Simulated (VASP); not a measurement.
# Mg2TeBr2 (P4/mmm) in VASP: further runs, part 2 of 2

VASP 6.6.1. The steps go on from the part before.

**4. Single point, PBE**

INCAR reads:

```
SYSTEM = Mg2TeBr2
ALGO = Normal
EDIFF = 1E-6
ENCUT = 520
GGA = PE
ISIF = 2
ISMEAR = 0
LASPH = .True.
LCHARG = .False.
LREAL = .False.
LWAVE = .False.
NBANDS = 20
NELM = 100
PREC = Accurate
SIGMA = 0.1
```

KPOINTS reads:

```
k-points
0
Gamma
  8 8 6
  0 0 0
```

POSCAR reads:

```
Mg2TeBr2
1.0
    4.6293371861      0.0000000000      0.0000000000
    0.0000000000      4.6293371861      0.0000000000
    0.0000000000      0.0000000000      6.4273204949
Mg Te Br
2 1 2
Direct
    0.0000000000      0.5000000000      0.5000000000
    0.5000000000      0.0000000000      0.5000000000
    0.0000000000      0.0000000000      0.0000000000
    0.5000000000      0.5000000000      0.2531408826
    0.5000000000      0.5000000000      0.7468591174
```

Potentials or basis: VASP PAW PBE potentials, release 64 (Mg, Te, Br).

The run is started by

```bash
> cat potpaw_PBE.64/Mg/POTCAR potpaw_PBE.64/Te/POTCAR potpaw_PBE.64/Br/POTCAR > POTCAR
> mpirun -np 1 vasp_std > vasp.out
```

OUTCAR:

```text
SYSTEM = Mg2TeBr2
   EDIFF = 1E-6
   ENCUT = 520
   GGA = PE
   ISIF = 2
   ISMEAR = 0
   LASPH = .True.
   LREAL = .False.
   NELM = 100
   PREC = Accurate

 ion  position               nearest neighbor table
   1  0.000  0.500  0.500-   4 2.81   5 2.81   4 2.81   5 2.81   2 3.27   2 3.27   2 3.27   2 3.27

   2  0.500  0.000  0.500-   4 2.81   5 2.81   4 2.81   5 2.81   1 3.27   1 3.27   1 3.27   1 3.27

   3  0.000  0.000  0.000-
   4  0.500  0.500  0.253-   1 2.81   2 2.81   2 2.81   1 2.81
   5  0.500  0.500  0.747-   1 2.81   2 2.81   2 2.81   1 2.81

  LATTYP: Found a simple tetragonal cell.
 ALAT       =     4.6293371861
 C/A-ratio  =     1.3883889284

  Lattice vectors:

 A1 = (   4.6293371861,   0.0000000000,   0.0000000000)
 A2 = (   0.0000000000,   4.6293371861,   0.0000000000)
 A3 = (   0.0000000000,   0.0000000000,   6.4273204949)

Analysis of symmetry for initial positions (statically):
=====================================================================
 Subroutine PRICEL returns:
 Original cell was already a primitive cell.

 Routine SETGRP: Setting up the symmetry group for a
 simple tetragonal supercell.

 Subroutine GETGRP returns: Found 16 space group operations
 (whereof 16 operations were pure point group operations)
 out of a pool of 16 trial point group operations.

The static configuration has the point symmetry D_4h.

Analysis of symmetry for dynamics (positions and initial velocities):
=====================================================================
 Subroutine PRICEL returns:
 Original cell was already a primitive cell.

 Routine SETGRP: Setting up the symmetry group for a
 simple tetragonal supercell.

 Subroutine GETGRP returns: Found 16 space group operations
 (whereof 16 operations were pure point group operations)
 out of a pool of 16 trial point group operations.

The dynamic configuration has the point symmetry D_4h.

 Subroutine INISYM returns: Found 16 space group operations
[... 117 lines left out ...]
   EFERMI =   0.00;   METHOD = LEGACY
   ISMEAR =     0;   SIGMA  =   0.10  broadening in eV -4-tet -1-fermi 0-gaus
   EFERMI_NEDOS =   21; number of points for ismear=-14 and -15
   IALGO  =     38    algorithm
   IMIX   =      4    mixing-type and parameters
     AMIX     =   0.40;   BMIX     =  1.00
     AMIX_MAG =   1.60;   BMIX_MAG =  1.00
  volume/ion in A,a.u.               =      27.55       185.91
  Fermi-wavevector in a.u.,A,eV,Ry     =   0.914372  1.727912 11.375496  0.836075
  Thomas-Fermi vector in A             =   2.038991
   LORBIT       =      0    0 simple, 1 ext, 2 COOP (PROOUT), +10 PAW based schemes
   GGA     = PE    functional components
   LHFCALC =     F    Hartree Fock is set to
   AEXX    =    0.0000 exact exchange contribution
   IVDW    =     0    specifies the selected vdW correction
   LEPSILON=     F    determine dielectric tensor
   LRPA    =     F    only Hartree local field effects (RPA)
 non-spin polarized calculation
 Gauss-broadening in eV      SIGMA  =   0.10
  energy-cutoff  :      520.00
  volume of cell :      137.74
 maximum number of plane-waves:      3734
 NGX is ok and might be reduce to    36
   NGX = 17   NGY = 17   NGZ = 23

 number of electron      24.0000005 magnetization

 Free energy of the ion-electron system (eV)
  ---------------------------------------------------
  ext. energy  EPLUGINS =         0.00000000
  ---------------------------------------------------
  free energy    TOTEN  =       -10.71011823 eV

  energy without entropy =      -10.69519506  energy(sigma->0) =      -10.70265664

 E-fermi :   3.5275     XC(G=0):  -8.7235

 val. band max:        3.5131387578   @ k =   0.2500   0.1250   0.5000
 cond. band min:       3.5384089019   @ k =   0.1250   0.0000   0.0000
 fundamental gap:      0.0252701441
 Fermi energy:         3.5274519038

 k-point     1 :       0.0000    0.0000    0.0000
  band No.  band energies     occupation
      1     -13.0205      2.00000
      2     -12.1673      2.00000
      3      -6.2848      2.00000
      4      -2.8534      2.00000
      5      -1.4712      2.00000
      6      -1.4712      2.00000
[... 541 lines left out ...]
     19       9.3981      0.00000
     20       9.5685      0.00000

 [... further k-points ...]
[... 5 lines left out ...]
  --------------------------------------------------------------------------------------
  -------------------------------------------------------------------------------------
  Total       -0.1038094     -0.1038094     -0.0470070      0.0000000      0.0000000      0.0000000
  in kB       -1.2074795     -1.2074795     -0.5467708      0.0000000      0.0000000      0.0000000
  external PRESSURE =      -0.9872432 kB  Pullay stress =       0.0000000 kB

 VOLUME and BASIS-vectors are now :
 -----------------------------------------------------------------------------
  energy-cutoff  :      520.00
  volume of cell :      137.74
      direct lattice vectors                 reciprocal lattice vectors
     4.629337186  0.000000000  0.000000000     0.216013645  0.000000000  0.000000000
     0.000000000  4.629337186  0.000000000     0.000000000  0.216013645  0.000000000
     0.000000000  0.000000000  6.427320495     0.000000000  0.000000000  0.155585831

 POSITION                                       TOTAL-FORCE (eV/Angst)
 -----------------------------------------------------------------------------------
      0.00000      2.31467      3.21366         0.000000     -0.000000      0.000000
      2.31467      0.00000      3.21366         0.000000     -0.000000      0.000000
      0.00000      0.00000      0.00000         0.000000     -0.000000      0.000000
      2.31467      2.31467      1.62702         0.000000      0.000000      0.008664
      2.31467      2.31467      4.80030         0.000000      0.000000     -0.008664
 -----------------------------------------------------------------------------------
    total drift:                                0.000000      0.000000     -0.000000

  FREE ENERGIE OF THE ION-ELECTRON SYSTEM (eV)
  ---------------------------------------------------
  free  energy   TOTEN  =       -10.7101182271 eV

  energy  without entropy=      -10.6951950564  energy(sigma->0) =      -10.70265664
```

OSZICAR:

```text
N       E                     dE             d eps       ncg     rms          rms(c)
DAV:   1     0.112260407307E+03    0.11226E+03   -0.88681E+03  2400   0.953E+02
DAV:   2    -0.591942470602E+00   -0.11285E+03   -0.10878E+03  3196   0.153E+02
DAV:   3    -0.117751999839E+02   -0.11183E+02   -0.11100E+02  2856   0.516E+01
DAV:   4    -0.119158080383E+02   -0.14061E+00   -0.14053E+00  2964   0.697E+00
DAV:   5    -0.119171567808E+02   -0.13487E-02   -0.13487E-02  2936   0.725E-01    0.880E+00
DAV:   6    -0.107715346326E+02    0.11456E+01   -0.56268E+00  2564   0.528E+00    0.673E+00
DAV:   7    -0.107282533836E+02    0.43281E-01   -0.20160E-01  2716   0.197E+00    0.371E+00
DAV:   8    -0.107116750469E+02    0.16578E-01   -0.65450E-02  2820   0.124E+00    0.415E-01
DAV:   9    -0.107103635702E+02    0.13115E-02   -0.50714E-03  2760   0.362E-01    0.277E-01
DAV:  10    -0.107101235940E+02    0.23998E-03   -0.22143E-03  2764   0.218E-01    0.112E-01
DAV:  11    -0.107101144325E+02    0.91615E-05   -0.10253E-04  2816   0.506E-02    0.529E-02
DAV:  12    -0.107101179742E+02   -0.35416E-05   -0.30228E-05  2736   0.277E-02    0.258E-02
DAV:  13    -0.107101182271E+02   -0.25291E-06   -0.20878E-06  2356   0.723E-03
   1 F= -.10710118E+02 E0= -.10702657E+02  d E =-.149232E-01
```

It took 1.9 min on 1 thread of Intel Xeon Platinum 8375C at 2.90GHz (Ice Lake), shared host; peak memory 0.35 GiB.

What came out:

```
Free energy            : -10.7101 eV
Pressure               : -0.1 GPa
Largest force          : 0.009 eV/Å
Band gap on the k mesh : zero (band 12 reaches 3.79 eV, above the bottom of band 13 at 2.70 eV)
```

Forces on the atoms (eV/Å):
```
Mg   0.000  0.000  0.000
Mg   0.000  0.000  0.000
Te   0.000  0.000  0.000
Br   0.000  0.000  0.009
Br   0.000  0.000 -0.009
```

Caveat: spin-orbit coupling is left out, which moves the levels of the heavy elements.
